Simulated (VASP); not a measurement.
Set up this calculation in VASP 6.6.1, as the native input.

- Task: single point
- Functional: LDA
- Potentials or basis: VASP PAW LDA potentials, release 64 (Ti_sv, Si)
- Cutoff: 520 eV
- k mesh: 6 × 6 × 6
- Occupations: fermi-dirac, width 0.1 eV
- Spin: no spin polarisation
- Dipole correction: no
- Further INCAR settings: ALGO = Normal; EDIFF = 1e-06; NBANDS = 28

The structure of Ti3Si lies in POSCAR:

```
Ti3Si
1.0
    0.0000000000      3.1959119829      3.1959119829
    3.1959119829      0.0000000000      3.1959119829
    3.1959119829      3.1959119829      0.0000000000
Ti Si
3 1
Direct
    0.7500000000      0.7500000000      0.7500000000
    0.2500000000      0.2500000000      0.2500000000
    0.0000000000      0.0000000000      0.0000000000
    0.5000000000      0.5000000000      0.5000000000
```

One way to write it, as run:

INCAR

```
PREC     = Accurate       # precision mode
ENCUT    = 520            # plane-wave cutoff, eV
EDIFF    = 1E-6           # SCF threshold, eV
ISMEAR   = -1             # smearing method
SIGMA    = 0.1            # smearing width, eV
LREAL    = False          # projectors in reciprocal space
LASPH    = True           # aspherical terms in the spheres
NELM     = 60             # most SCF steps
ALGO     = Normal         # electronic algorithm
ISIF     = 2              # what is computed and relaxed
LWAVE    = False          # write WAVECAR
LCHARG   = False          # write CHGCAR
NBANDS   = 28             # bands
```

KPOINTS

```
Automatic mesh
0
Gamma
  6 6 6
```

Potentials or basis: VASP PAW LDA potentials, release 64 (Ti_sv, Si).

Command:

```sh
$ cat potpaw_LDA.64/Ti_sv/POTCAR potpaw_LDA.64/Si/POTCAR > POTCAR
$ mpirun -np 1 vasp_std > vasp.out
```

Results of the run:

```json
{
  "Pressure": "-13.9 GPa",
  "Band gap on the k mesh": "zero (band 20 reaches 8.67 eV, above the bottom of band 21 at 8.35 eV)"
}
```

It took 56 s on 1 thread of AMD EPYC 7R13 Processor (Zen 3), on a shared host, peak memory 0.14 GiB.
